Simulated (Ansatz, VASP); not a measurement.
Sn in VASP and in Ansatz

```xyz
2
Lattice="0.0000 3.2333 3.2333 3.2333 0.0000 3.2333 3.2333 3.2333 0.0000" Properties=species:S:1:pos:R:3 pbc="T T T"
Sn    0.0000    0.0000    0.0000
Sn    1.6167    1.6167    1.6167
```

Alike in both runs: task single point; functional PBE; k mesh 9 × 9 × 9; occupations fermi-dirac, width 0.2 eV; no spin polarisation.

```csv
,VASP,Ansatz
version,VASP 6.6.1,Ansatz 0.2.0
potentials or method,"VASP PAW PBE potentials, release 64 (Sn_d)","plane waves, PAW"
plane-wave cutoff (eV),520,420
valence electrons in the cell,28,28
```

```tsv
	VASP	Ansatz	Ansatz less VASP
pressure (GPa)	3.9	3.9	+0.06
```
